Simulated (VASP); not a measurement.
**CaO: single point with RPBE**

The system is CaO.

```
Ca O
1.0
     0.00000    2.43861    2.43861
     2.43861    0.00000    2.43861
     2.43861    2.43861    0.00000
Ca O
1 1
Direct
  0.00000 0.00000 0.00000
  0.50000 0.50000 0.50000
```

| Property | Result |
| --- | --- |
| Program | VASP 6.6.1 |
| Task | single point |
| Functional | RPBE |
| Potentials or basis | VASP PAW PBE potentials, release 64 (Ca_sv, O) |
| Cutoff | 520 eV |
| k mesh | 6 × 6 × 6 |
| Occupations | fermi-dirac, width 0.0164 eV |
| Spin | no spin polarisation |

The pressure is 1.2 GPa and the band gap on the k mesh is 3.75 eV, indirect (least direct gap 4.13 eV).

Levels at points of the mesh, in eV from the valence-band top:
```
           k point  band 5  band 6  band 7  band 8  band 9  band 10  band 11  band 12
(0.00, 0.00, 0.00)  -15.54    0.00    0.00    0.00    4.52     6.18     6.18     6.18
(0.50, 0.00, 0.00)  -14.54   -2.49   -1.11   -1.11    6.91     8.14     8.14     8.32
(0.50, 0.50, 0.00)  -15.31   -1.30   -0.38   -0.38    3.75     7.75     8.63     9.23
```

Wall time 4.7 s on 1 thread of Intel(R) Xeon(R) 6975P-C (Granite Rapids) (shared host), peak memory 0.15 GiB.

Caveat: the PAW data sets were made with another functional, which shifts forces and pressure a little. A k mesh can miss the band edges.
